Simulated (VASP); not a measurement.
A run of VASP 6.6.1 is set up as follows.

INCAR

```
PREC = Accurate
ENCUT = 500
EDIFF = 1E-6
ISMEAR = 0
SIGMA = 0.1
LREAL = False
LASPH = True
NELM = 120
ALGO = Normal
ISIF = 2
LWAVE = False
LCHARG = False
GGA = PE
NBANDS = 28
GGA_COMPAT = False
```

File KPOINTS:

```
regular mesh
0
Gamma
  3 3 6
```

File POSCAR:

```
Sn
1.0
    6.1511416999      0.0000000000      0.0000000000
   -3.0755708500      5.3270449744      0.0000000000
    0.0000000000      0.0000000000      3.7709173030
Sn
3
Direct
    0.0000000000      0.0000000000      0.0000000000
    0.3333333333      0.6666666667      0.5000000000
    0.6666666667      0.3333333333      0.5000000000
```

Potentials or basis: VASP PAW PBE potentials, release 64 (Sn_d).

Launch:

```console
$ cat potpaw_PBE.64/Sn_d/POTCAR > POTCAR
$ mpirun -np 1 vasp_std > vasp.out
```

Question: What does it give for the band gap on the k mesh?

Answer: Zero (bands 21 and 22 overlap by 2.15 eV).

Question: Predict the pressure.

Answer: -7.4 GPa.

Stress tensor (GPa, compression positive):
```
-7.17  0.00  0.00
 0.00 -7.17  0.00
 0.00  0.00 -7.81
```

Caveat: the k points lie up to 0.39 Å⁻¹ apart, too coarse for converged energies and pressures of a metal; spin-orbit coupling is left out, which moves the levels of the heavy elements.
